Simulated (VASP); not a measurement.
# SrO (Fm-3m) in VASP: notebook, part 2 of 2

VASP 6.6.1.

## 4. Single point, LDA

This run uses another cell than the first one, of 16.24 Å³/atom, 1.015 times its volume.

Contents of INCAR:

```
SYSTEM = SrO
PREC     = Accurate       ! precision mode
ENCUT    = 520            ! plane-wave cutoff, eV
EDIFF    = 1E-6           ! SCF threshold, eV
ISMEAR   = 0              ! smearing method
SIGMA    = 0.01           ! smearing width, eV
LREAL    = .False.        ! projectors in reciprocal space
LASPH    = .True.         ! aspherical terms in the spheres
NELM     = 80             ! most SCF steps
ALGO     = Normal         ! electronic algorithm
ISIF     = 2              ! what is computed and relaxed
LWAVE    = .False.        ! write WAVECAR
LCHARG   = .True.         ! write CHGCAR
GGA      = CA             ! functional
LELF     = .True.         ! ELF
LVHAR    = .True.       
NBANDS   = 15             ! bands
```

Contents of KPOINTS:

```
Automatic mesh
0
Gamma
  8 8 8
  0 0 0
```

Contents of POSCAR:

```
SrO
1.0
    0.0000000000      2.5321975707      2.5321975707
    2.5321975707      0.0000000000      2.5321975707
    2.5321975707      2.5321975707      0.0000000000
Sr O
1 1
Direct
    0.5000000000      0.5000000000      0.5000000000
    0.0000000000      0.0000000000      0.0000000000
```

Potentials or basis: VASP PAW LDA potentials, release 64 (Sr_sv, O).

The run is started by

```sh
$ cat potpaw_LDA.64/Sr_sv/POTCAR potpaw_LDA.64/O/POTCAR > POTCAR
$ mpirun -np 1 vasp_std > vasp.out
```

OUTCAR:

```text
SYSTEM = SrO
   PREC = Accurate
   ENCUT = 520
   EDIFF = 1E-6
   ISMEAR = 0
   LREAL = .False.
   LASPH = .True.
   NELM = 80
   ISIF = 2
   GGA = CA

 ion  position               nearest neighbor table
   1  0.500  0.500  0.500-   2 2.53   2 2.53   2 2.53   2 2.53   2 2.53   2 2.53
   2  0.000  0.000  0.000-   1 2.53   1 2.53   1 2.53   1 2.53   1 2.53   1 2.53

  LATTYP: Found a face centered cubic cell.
 ALAT       =     5.0643951414

  Lattice vectors:

 A1 = (   0.0000000000,   2.5321975707,   2.5321975707)
 A2 = (   2.5321975707,   0.0000000000,   2.5321975707)
 A3 = (   2.5321975707,   2.5321975707,   0.0000000000)

Analysis of symmetry for initial positions (statically):
[... 33 lines left out ...]
                                     Primitive cell

  volume of cell :      32.4730

  direct lattice vectors                    reciprocal lattice vectors
     0.000000000  2.532197571  2.532197571    -0.197456946  0.197456946  0.197456946
     2.532197571  0.000000000  2.532197571     0.197456946 -0.197456946  0.197456946
     2.532197571  2.532197571  0.000000000     0.197456946  0.197456946 -0.197456946

  length of vectors
     3.581068147  3.581068147  3.581068147     0.342005463  0.342005463  0.342005463

  position of ions in fractional coordinates (direct lattice)
     0.500000000  0.500000000  0.500000000
[... 134 lines left out ...]
  band No.  band energies     occupation
      1     -30.3649      2.00000
      2     -13.2472      2.00000
      3     -12.0375      2.00000
      4     -12.0375      2.00000
      5     -12.0375      2.00000
      6       1.5715      2.00000
      7       1.5715      2.00000
      8       1.5715      2.00000
      9       5.7030      0.00000
     10       7.7690      0.00000
     11       7.7690      0.00000
     12       7.7690      0.00000
     13      10.1003      0.00000
     14      10.1003      0.00000
[... 401 lines left out ...]
      2     -14.6127      2.00000
      3     -12.5093      2.00000
      4     -12.3148      2.00000
      5     -11.1260      2.00000
      6      -0.1079      2.00000
      7       0.6505      2.00000
      8       0.7537      2.00000
      9       7.9855      0.00000
     10       8.3534      0.00000
     11      11.2276      0.00000
     12      11.3192      0.00000
     13      13.6106      0.00000
     14      14.9107      0.00000
     15      15.2711      0.00000

 [... further k-points ...]
[... 5 lines left out ...]
  --------------------------------------------------------------------------------------
  -------------------------------------------------------------------------------------
  Total        0.1697116      0.1697116      0.1697116     -0.0000000      0.0000000     -0.0000000
  in kB        8.3733505      8.3733505      8.3733505     -0.0000000      0.0000000     -0.0000000
  external PRESSURE =       8.3733505 kB  Pullay stress =       0.0000000 kB

 VOLUME and BASIS-vectors are now :
 -----------------------------------------------------------------------------
  energy-cutoff  :      520.00
  volume of cell :       32.47
      direct lattice vectors                 reciprocal lattice vectors
     0.000000000  2.532197571  2.532197571    -0.197456946  0.197456946  0.197456946
     2.532197571  0.000000000  2.532197571     0.197456946 -0.197456946  0.197456946
     2.532197571  2.532197571  0.000000000     0.197456946  0.197456946 -0.197456946

 POSITION                                       TOTAL-FORCE (eV/Angst)
 -----------------------------------------------------------------------------------
      2.53220      2.53220      2.53220         0.000000      0.000000     -0.000000
      0.00000      0.00000      0.00000         0.000000      0.000000      0.000000
 -----------------------------------------------------------------------------------
    total drift:                                0.000000      0.000000      0.000000

  FREE ENERGIE OF THE ION-ELECTRON SYSTEM (eV)
  ---------------------------------------------------
  free  energy   TOTEN  =       -13.3867273712 eV

  energy  without entropy=      -13.3867273712  energy(sigma->0) =      -13.38672737
```

OSZICAR:

```text
N       E                     dE             d eps       ncg     rms          rms(c)
DAV:   1     0.590540420431E+02    0.59054E+02   -0.79149E+03   870   0.102E+03
DAV:   2    -0.125361658324E+02   -0.71590E+02   -0.65540E+02  1209   0.216E+02
DAV:   3    -0.154761410595E+02   -0.29400E+01   -0.29211E+01  1238   0.382E+01
DAV:   4    -0.155845131092E+02   -0.10837E+00   -0.10836E+00  1080   0.507E+00
DAV:   5    -0.155847849471E+02   -0.27184E-03   -0.27184E-03  1102   0.291E-01    0.188E+01
DAV:   6    -0.136050825841E+02    0.19797E+01   -0.62339E+00   891   0.197E+01    0.227E+01
DAV:   7    -0.134354209760E+02    0.16966E+00   -0.31340E-01  1038   0.500E+00    0.126E+01
DAV:   8    -0.133858545084E+02    0.49566E-01   -0.13063E-01  1157   0.326E+00    0.144E+00
DAV:   9    -0.133867952502E+02   -0.94074E-03   -0.56416E-03  1351   0.441E-01    0.330E-01
DAV:  10    -0.133867105040E+02    0.84746E-04   -0.16729E-04  1003   0.131E-01    0.182E-01
DAV:  11    -0.133867260011E+02   -0.15497E-04   -0.71638E-05   996   0.828E-02    0.196E-02
DAV:  12    -0.133867273474E+02   -0.13463E-05   -0.48516E-06  1031   0.176E-02    0.461E-03
DAV:  13    -0.133867273712E+02   -0.23874E-07   -0.19136E-07   491   0.437E-03
   1 F= -.13386727E+02 E0= -.13386727E+02  d E =-.109995E-17
```

Run time: 6.5 s. Hardware: 1 thread of AMD EPYC 9R45 (Zen 5), shared host; peak memory 0.11 GiB.

What came out:

```yaml
Free_energy: -13.3867 eV
Pressure: 0.8 GPa
Band_gap_on_the_k_mesh: 3.06 eV, indirect (least direct gap 3.11 eV)
```

Levels at points of the mesh, in eV from the valence-band top:
| k point | band 5 | band 6 | band 7 | band 8 | band 9 | band 10 | band 11 | band 12 |
| --- | --- | --- | --- | --- | --- | --- | --- | --- |
| (0.00, 0.00, 0.00) | -13.61 | 0.00 | 0.00 | 0.00 | 4.13 | 6.20 | 6.20 | 6.20 |
| (0.50, 0.00, 0.00) | -12.29 | -2.34 | -1.25 | -1.25 | 6.64 | 8.63 | 9.07 | 9.07 |
| (0.50, 0.50, 0.00) | -14.05 | -0.34 | -0.05 | -0.05 | 3.06 | 8.11 | 10.49 | 10.58 |

A k mesh can miss the band edges. LDA gaps usually lie below the measured ones, often by a third to a half.
